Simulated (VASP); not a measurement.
# Si: electric field gradients with PBEsol

Si:

```
CELL_PARAMETERS angstrom
5.42712 0.00000 0.00000
0.00000 5.42712 0.00000
0.00000 0.00000 5.42712
ATOMIC_POSITIONS crystal
Si 0.75000 0.75000 0.75000
Si 0.25000 0.25000 0.75000
Si 0.25000 0.75000 0.25000
Si 0.75000 0.25000 0.25000
Si 0.50000 0.50000 0.50000
Si 0.00000 0.00000 0.50000
Si 0.00000 0.50000 0.00000
Si 0.50000 0.00000 0.00000
```

```json
{
 "Program": "VASP 6.6.1",
 "Task": "electric field gradients",
 "Functional": "PBEsol",
 "Potentials or basis": "VASP PAW PBE potentials, release 64 (Si)",
 "Cutoff": "520 eV",
 "k mesh": "4 × 4 × 4",
 "Occupations": "gaussian, width 0.01 eV",
 "Spin": "no spin polarisation",
 "Dipole correction": "no",
 "Further INCAR settings": "ALGO = Normal; EDIFF = 1e-08; NBANDS = 26"
}
```

```
Pressure               : 0.5 GPa
Band gap on the k mesh : 0.50 eV
```

Levels at points of the mesh, in eV from the valence-band top:
```
           k point  band 14  band 15  band 16  band 17  band 18  band 19
(0.00, 0.00, 0.00)     0.00     0.00     0.00     0.58     0.58     0.58
(0.50, 0.00, 0.00)    -1.91    -1.91    -1.91     1.03     1.03     3.02
(0.50, 0.50, 0.00)    -1.34    -1.34    -1.34     2.37     2.37     2.37
(0.50, 0.50, 0.50)    -1.21    -1.21    -1.21     1.47     1.47     1.47
```

It took 17 s on 1 thread of Intel(R) Xeon(R) 6975P-C (Granite Rapids), on a shared host, peak memory 0.24 GiB.

Caveat: without QUAD_EFG the Cq values of the log hold for a quadrupole moment of 1 mb, not for the nuclei; the PAW data sets were made with another functional, which shifts forces and pressure a little. PBEsol gaps usually lie below the measured ones, often by a third to a half.
